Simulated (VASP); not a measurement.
# CuAgS2 (P4/mmm) in VASP: single point with PBE

Aim: the single point of CuAgS2 with PBE.

Program: VASP 6.6.1. These are calculated values, not measurements. Logs are shortened: lines on timing, memory, paths and dates and some standing lists are left out, and cuts for length are marked.

**1. The cell of the first run**

The structure is tetragonal, space group P4/mmm (No. 123). The conventional cell has a = 4.919 Å, b = 4.919 Å, c = 2.722 Å, α = 90.00°, β = 90.00°, γ = 90.00°. Within 3.2 Å of Cu (site symmetry 4/mmm) lie 4 S at 2.46 Å and 2 Cu at 2.72 Å. Ag (site symmetry 4/mmm) has 2 Ag at 2.72 Å and 8 S at 2.81 Å within 3.6 Å. Within 3.2 Å of S (site symmetry mmm) lie 2 Cu at 2.46 Å and 2 S at 2.72 Å and 4 Ag at 2.81 Å.

**2. Single point, PBE, collinear spin, ferromagnetic start**

Input file INCAR:

```
ALGO = Normal ; EDIFF = 1E-6
ENCUT = 520 ; GGA = PE
ISIF = 2 ; ISMEAR = 0
ISPIN = 2 ; LASPH = T
LCHARG = T ; LELF = T
LMAXMIX = 4 ; LORBIT = 11
LREAL = F ; LVHAR = T
LWAVE = F ; MAGMOM = 1 0 0 0
NBANDS = 29 ; NELM = 150
PREC = Accurate ; SIGMA = 0.1
```

Input file KPOINTS:

```
k-points
0
Gamma
  4 4 6
```

Input file POSCAR:

```
CuAgS2
1.0
    4.9188504800      0.0000000000      0.0000000000
    0.0000000000      4.9188504800      0.0000000000
    0.0000000000      0.0000000000      2.7215752200
Cu Ag S
1 1 2
Direct
    0.0000000000      0.0000000000      0.0000000000
    0.5000000000      0.5000000000      0.5000000000
    0.5000000000      0.0000000000      0.0000000000
    0.0000000000      0.5000000000      0.0000000000
```

Potentials or basis: VASP PAW PBE potentials, release 64 (Cu, Ag, S).

Started as:

```sh
$ cat potpaw_PBE.64/Cu/POTCAR potpaw_PBE.64/Ag/POTCAR potpaw_PBE.64/S/POTCAR > POTCAR
$ mpirun -np 1 vasp_std > vasp.out
```

OUTCAR:

```text
EDIFF = 1E-6
   ENCUT = 520
   GGA = PE
   ISIF = 2
   ISMEAR = 0
   ISPIN = 2
   LASPH = T
   LORBIT = 11
   LREAL = F
   NELM = 150
   PREC = Accurate

 ion  position               nearest neighbor table
   1  0.000  0.000  0.000-   3 2.46   4 2.46   4 2.46   3 2.46
   2  0.500  0.500  0.500-   3 2.81   4 2.81   3 2.81   4 2.81   3 2.81   3 2.81   4 2.81   4 2.81

   3  0.500  0.000  0.000-   1 2.46   1 2.46   2 2.81   2 2.81   2 2.81   2 2.81
   4  0.000  0.500  0.000-   1 2.46   1 2.46   2 2.81   2 2.81   2 2.81   2 2.81

  LATTYP: Found a simple tetragonal cell.
 ALAT       =     4.9188504800
 C/A-ratio  =     0.5532949682

  Lattice vectors:

 A1 = (   4.9188504800,   0.0000000000,   0.0000000000)
 A2 = (   0.0000000000,   4.9188504800,   0.0000000000)
 A3 = (   0.0000000000,   0.0000000000,   2.7215752200)

Analysis of symmetry for initial positions (statically):
=====================================================================
 Subroutine PRICEL returns:
 Original cell was already a primitive cell.

 Routine SETGRP: Setting up the symmetry group for a
 simple tetragonal supercell.

 Subroutine GETGRP returns: Found 16 space group operations
 (whereof 16 operations were pure point group operations)
 out of a pool of 16 trial point group operations.

The static configuration has the point symmetry D_4h.

Analysis of symmetry for dynamics (positions and initial velocities):
=====================================================================
 Subroutine PRICEL returns:
 Original cell was already a primitive cell.

 Routine SETGRP: Setting up the symmetry group for a
 simple tetragonal supercell.

 Subroutine GETGRP returns: Found 16 space group operations
 (whereof 16 operations were pure point group operations)
 out of a pool of 16 trial point group operations.

The dynamic configuration has the point symmetry D_4h.

Analysis of structural, dynamic, and magnetic symmetry:
=====================================================================
 Subroutine PRICEL returns:
 Original cell was already a primitive cell.

 Routine SETGRP: Setting up the symmetry group for a
 simple tetragonal supercell.

 Subroutine GETGRP returns: Found 16 space group operations
 (whereof 16 operations were pure point group operations)
 out of a pool of 16 trial point group operations.

The overall configuration has the point symmetry D_4h.

 Subroutine INISYM returns: Found 16 space group operations
 (whereof 16 operations are pure point group operations),
 and found     1 'primitive' translations

----------------------------------------------------------------------------------------

                                     Primitive cell

  volume of cell :      65.8488

  direct lattice vectors                    reciprocal lattice vectors
     4.918850480  0.000000000  0.000000000     0.203299532  0.000000000  0.000000000
     0.000000000  4.918850480  0.000000000     0.000000000  0.203299532  0.000000000
     0.000000000  0.000000000  2.721575220     0.000000000  0.000000000  0.367434268

  length of vectors
     4.918850480  4.918850480  2.721575220     0.203299532  0.203299532  0.367434268

  position of ions in fractional coordinates (direct lattice)
     0.000000000  0.000000000  0.000000000
     0.500000000  0.500000000  0.500000000
     0.500000000  0.000000000  0.000000000
     0.000000000  0.500000000  0.000000000

  ion indices of the primitive-cell ions
   primitive index   ion index
                 1           1
                 2           2
                 3           3
                 4           4

----------------------------------------------------------------------------------------

 KPOINTS: k-points

Automatic generation of k-mesh.
 Grid dimensions read from file:
 generate k-points for:    4    4    6

 Generating k-lattice:

  Cartesian coordinates                     Fractional coordinates (reciprocal lattice)
     0.050824883  0.000000000  0.000000000     0.250000000  0.000000000  0.000000000
     0.000000000  0.050824883  0.000000000     0.000000000  0.250000000  0.000000000
     0.000000000  0.000000000  0.061239045     0.000000000  0.000000000  0.166666667

  Length of vectors
     0.050824883  0.050824883  0.061239045

  Shift w.r.t. Gamma in fractional coordinates (k-lattice)
     0.000000000  0.000000000  0.000000000

 Subroutine IBZKPT returns following result:
 ===========================================

 Found     24 irreducible k-points:

 Following reciprocal coordinates:
            Coordinates               Weight
  0.000000  0.000000  0.000000      1.000000
  0.250000  0.000000  0.000000      4.000000
  0.500000  0.000000  0.000000      2.000000
  0.250000  0.250000  0.000000      4.000000
  0.500000  0.250000  0.000000      4.000000
  0.500000  0.500000  0.000000      1.000000
[... 16 lines left out ...]
  0.500000  0.250000  0.500000      4.000000
  0.500000  0.500000  0.500000      1.000000
   k-points           NKPTS =     24   k-points in BZ     NKDIM =     24   number of bands    NBANDS=     29
   number of dos      NEDOS =    301   number of ions     NIONS =      4
   total plane-waves  NPLWV =  32000
   dimension x,y,z NGX =    40 NGY =   40 NGZ =   20
   dimension x,y,z NGXF=    80 NGYF=   80 NGZF=   40
   ions per type =               1   1   2
   NGX,Y,Z   is equivalent  to a cutoff of  13.52, 13.52, 12.22 a.u.
   NGXF,Y,Z  is equivalent  to a cutoff of  27.04, 27.04, 24.43 a.u.
 SYSTEM =  unknown system
   PREC   = accura    normal or accurate (medium, high low for compatibility)
   ISTART =      0    job   : 0-new  1-cont  2-samecut
   ICHARG =      2    charge: 1-file 2-atom 10-const
   ISPIN  =      2    spin polarized calculation?
   LNONCOLLINEAR =      F non collinear calculations
   LSORBIT =      F    spin-orbit coupling
   LASPH  =      T    aspherical Exc in radial PAW
   ENCUT  =  520.0 eV  38.22 Ry    6.18 a.u.   9.15  9.15  5.06*2*pi/ulx,y,z
   NELM   =    150;   NELMIN=  2; NELMDL= -5     # of ELM steps
   EDIFF  = 0.1E-05   stopping-criterion for ELM
   LREAL  =      F    real-space projection
   EDIFFG = 0.1E-04   stopping-criterion for IOM
   NSW    =      0    number of steps for IOM
   IBRION =     -1    ionic relax: 0-MD 1-quasi-New 2-CG
   NFREE  =      0    steps in history (QN), initial steepest desc. (CG)
   ISIF   =      2    stress and relaxation
   ISYM   =      2    0-nonsym 1-usesym 2-fastsym
   POTIM  = 0.5000    time-step for ionic-motion
   TEBEG  =    0.0;   TEEND  =   0.0 temperature during run
   PSTRESS=    0.0 pullay stress
   NELECT =      34.0000    total number of electrons
   NUPDOWN=      -1.0000    fix difference up-down
   EMIN   =  10.00;   EMAX   =-10.00  energy-range for DOS
   EFERMI =   0.00;   METHOD = LEGACY
   ISMEAR =     0;   SIGMA  =   0.10  broadening in eV -4-tet -1-fermi 0-gaus
   EFERMI_NEDOS =   21; number of points for ismear=-14 and -15
   IALGO  =     38    algorithm
   IMIX   =      4    mixing-type and parameters
     AMIX     =   0.40;   BMIX     =  1.00
     AMIX_MAG =   1.60;   BMIX_MAG =  1.00
  volume/ion in A,a.u.               =      16.46       111.09
  Fermi-wavevector in a.u.,A,eV,Ry     =   1.313365  2.481899 23.469047  1.724926
  Thomas-Fermi vector in A             =   2.443692
   LORBIT       =     11    0 simple, 1 ext, 2 COOP (PROOUT), +10 PAW based schemes
   GGA     = PE    functional components
   LHFCALC =     F    Hartree Fock is set to
   AEXX    =    0.0000 exact exchange contribution
   IVDW    =     0    specifies the selected vdW correction
   LEPSILON=     F    determine dielectric tensor
   LRPA    =     F    only Hartree local field effects (RPA)
 spin polarized calculation
 Gauss-broadening in eV      SIGMA  =   0.10
  energy-cutoff  :      520.00
  volume of cell :       65.85
 maximum number of plane-waves:      1792
 NGX is ok and might be reduce to    40
   NGX = 19   NGY = 19   NGZ = 11

 number of electron      33.9999992 magnetization       0.0864288

 number of electron      33.9999992 magnetization      -0.0033829

 Free energy of the ion-electron system (eV)
  ---------------------------------------------------
  ext. energy  EPLUGINS =         0.00000000
  ---------------------------------------------------
  free energy    TOTEN  =       -13.56916006 eV

  energy without entropy =      -13.54972493  energy(sigma->0) =      -13.55944249

 E-fermi :   6.8338     XC(G=0): -11.1908

 val. band max:        6.8312280286   @ k =   0.5000   0.2500   0.1667
 cond. band min:       6.8547986622   @ k =   0.5000   0.0000   0.1667
 fundamental gap:      0.0235706336
 Fermi energy:         6.8338441997

 spin component 1

 k-point     1 :       0.0000    0.0000    0.0000
  band No.  band energies     occupation
      1      -7.8527      1.00000
      2      -6.6326      1.00000
      3       1.1561      1.00000
      4       1.4119      1.00000
      5       1.4119      1.00000
      6       2.5142      1.00000
[... 21 lines left out ...]
     28      20.4358      0.00000
     29      22.2862      0.00000

 k-point     2 :       0.2500    0.0000    0.0000
  band No.  band energies     occupation
      1      -7.6526      1.00000
      2      -6.7696      1.00000
      3       0.7301      1.00000
      4       1.3613      1.00000
      5       1.4704      1.00000
      6       2.2330      1.00000
[... 21 lines left out ...]
     28      21.4543      0.00000
     29      22.4250      0.00000

 k-point     3 :       0.5000    0.0000    0.0000
  band No.  band energies     occupation
      1      -7.1976      1.00000
      2      -7.1659      1.00000
      3       0.5866      1.00000
      4       1.1319      1.00000
      5       1.5521      1.00000
      6       1.5614      1.00000
[... 637 lines left out ...]
      4       1.0860      1.00000
      5       1.4163      1.00000
      6       2.2571      1.00000
[... 21 lines left out ...]
     28      19.1110      0.00000
     29      19.1724      0.00000

 k-point    24 :       0.5000    0.5000    0.5000
  band No.  band energies     occupation
      1      -4.9215      1.00000
      2      -4.9215      1.00000
      3       1.0498      1.00000
      4       1.0498      1.00000
      5       1.9163      1.00000
      6       2.4222      1.00000
[... 21 lines left out ...]
     28      17.6455      0.00000
     29      18.4128      0.00000
 Fermi energy:         6.8338441997

 spin component 2

 k-point     1 :       0.0000    0.0000    0.0000
  band No.  band energies     occupation
      1      -7.8539      1.00000
      2      -6.6339      1.00000
      3       1.1561      1.00000
      4       1.4112      1.00000
      5       1.4112      1.00000
      6       2.5141      1.00000
[... 21 lines left out ...]
     28      20.4352      0.00000
     29      22.2856      0.00000

 k-point     2 :       0.2500    0.0000    0.0000
  band No.  band energies     occupation
      1      -7.6538      1.00000
      2      -6.7709      1.00000
      3       0.7297      1.00000
      4       1.3610      1.00000
      5       1.4698      1.00000
      6       2.2325      1.00000
[... 21 lines left out ...]
     28      21.4534      0.00000
     29      22.3917      0.00000

 k-point     3 :       0.5000    0.0000    0.0000
  band No.  band energies     occupation
      1      -7.1989      1.00000
      2      -7.1671      1.00000
      3       0.5863      1.00000
      4       1.1311      1.00000
      5       1.5517      1.00000
      6       1.5612      1.00000
[... 638 lines left out ...]
      5       1.4161      1.00000
      6       2.2566      1.00000
[... 21 lines left out ...]
     28      19.1105      0.00000
     29      19.1716      0.00000

 k-point    24 :       0.5000    0.5000    0.5000
  band No.  band energies     occupation
      1      -4.9226      1.00000
      2      -4.9226      1.00000
      3       1.0483      1.00000
      4       1.0483      1.00000
      5       1.9157      1.00000
      6       2.4220      1.00000
[... 21 lines left out ...]
     28      17.6445      0.00000
     29      18.4123      0.00000

------------------------ aborting loop because EDIFF is reached ----------------------------------------

  FORCE on cell =-STRESS in cart. coord.  units (eV):
  Direction    XX          YY          ZZ          XY          YZ          ZX
  --------------------------------------------------------------------------------------
  -------------------------------------------------------------------------------------
  Total       -0.9682094     -0.9682094      3.0213343      0.0000000      0.0000000      0.0000000
  in kB      -23.5576687    -23.5576687     73.5125983      0.0000000      0.0000000      0.0000000
  external PRESSURE =       8.7990870 kB  Pullay stress =       0.0000000 kB

 VOLUME and BASIS-vectors are now :
 -----------------------------------------------------------------------------
  energy-cutoff  :      520.00
  volume of cell :       65.85
      direct lattice vectors                 reciprocal lattice vectors
     4.918850480  0.000000000  0.000000000     0.203299532  0.000000000  0.000000000
     0.000000000  4.918850480  0.000000000     0.000000000  0.203299532  0.000000000
     0.000000000  0.000000000  2.721575220     0.000000000  0.000000000  0.367434268

 POSITION                                       TOTAL-FORCE (eV/Angst)
 -----------------------------------------------------------------------------------
      0.00000      0.00000      0.00000         0.000000      0.000000      0.000000
      2.45943      2.45943      1.36079         0.000000      0.000000      0.000000
      2.45943      0.00000      0.00000         0.000000      0.000000      0.000000
      0.00000      2.45943      0.00000         0.000000      0.000000      0.000000
 -----------------------------------------------------------------------------------
    total drift:                               -0.000000      0.000000     -0.000000

  FREE ENERGIE OF THE ION-ELECTRON SYSTEM (eV)
  ---------------------------------------------------
  free  energy   TOTEN  =       -13.5691600578 eV

  energy  without entropy=      -13.5497249289  energy(sigma->0) =      -13.55944249

 total charge

# of ion       s       p       d       tot
------------------------------------------
    1        0.364   0.250   9.218   9.832
    2        0.310   0.259   9.221   9.791
    3        1.388   2.205   0.000   3.593
    4        1.388   2.205   0.000   3.593
--------------------------------------------------
tot          3.450   4.919  18.440  26.808

 magnetization (x)

# of ion       s       p       d       tot
------------------------------------------
    1        0.000  -0.000  -0.000  -0.000
    2        0.000   0.000  -0.000  -0.000
    3       -0.000  -0.001   0.000  -0.001
    4       -0.000  -0.001   0.000  -0.001
--------------------------------------------------
tot         -0.000  -0.001  -0.000  -0.002
```

Wall time 93 s (1 thread of AMD EPYC 7R13 (Zen 3), shared host); peak memory 0.21 GiB.

What came out:

```yaml
Free_energy: -13.5692 eV
Pressure: 0.9 GPa
Band_gap_on_the_k_mesh: zero (filled and empty bands overlap)
Net_moment: 0.00 μB per cell
Valence_electrons_inside_the_program's_atomic_spheres: Cu 9.83; Ag 9.79; S 3.59
```

Stress tensor (GPa, compression positive):
```
-2.36  0.00  0.00
 0.00 -2.36  0.00
 0.00  0.00  7.35
```

Levels at points of the mesh, in eV from the Fermi level:
Spin up:
```tsv
k point	band 13	band 14	band 15	band 16	band 17	band 18	band 19	band 20	band 21	band 22
(0.00, 0.00, 0.00)	-2.47	-2.21	-2.08	-2.08	-0.83	0.54	1.72	2.29	6.69	9.29
(0.50, 0.00, 0.00)	-2.13	-2.08	-2.03	-2.01	2.15	2.26	3.35	3.80	6.24	6.79
(0.50, 0.50, 0.00)	-2.11	-2.11	0.18	0.50	2.41	2.41	3.98	3.98	5.71	6.16
(0.00, 0.00, 0.50)	-2.23	-2.23	-2.17	-1.86	0.31	0.31	3.27	3.94	4.14	4.14
(0.50, 0.00, 0.50)	-2.45	-2.44	-1.97	-1.95	-0.39	0.29	2.16	4.33	4.76	5.84
(0.50, 0.50, 0.50)	-2.34	-2.34	-1.83	-1.02	-0.45	1.05	1.34	2.45	7.86	7.86
```
Spin down:
| k point | band 14 | band 15 | band 16 | band 17 | band 18 | band 19 | band 20 | band 21 |
| --- | --- | --- | --- | --- | --- | --- | --- | --- |
| (0.00, 0.00, 0.00) | -2.21 | -2.08 | -2.08 | -0.83 | 0.54 | 1.72 | 2.29 | 6.69 |
| (0.50, 0.00, 0.00) | -2.08 | -2.03 | -2.01 | 2.15 | 2.26 | 3.34 | 3.80 | 6.24 |
| (0.50, 0.50, 0.00) | -2.11 | 0.18 | 0.50 | 2.41 | 2.41 | 3.98 | 3.98 | 5.71 |
| (0.00, 0.00, 0.50) | -2.23 | -2.17 | -1.86 | 0.31 | 0.31 | 3.27 | 3.93 | 4.14 |
| (0.50, 0.00, 0.50) | -2.44 | -1.97 | -1.95 | -0.39 | 0.29 | 2.16 | 4.33 | 4.76 |
| (0.50, 0.50, 0.50) | -2.34 | -1.83 | -1.02 | -0.45 | 1.05 | 1.34 | 2.45 | 7.86 |

Caveat: the k points lie up to 0.38 Å⁻¹ apart. With open d or f shells a metallic result of PBE can be an artefact of self-interaction; +U or a hybrid may open a gap.
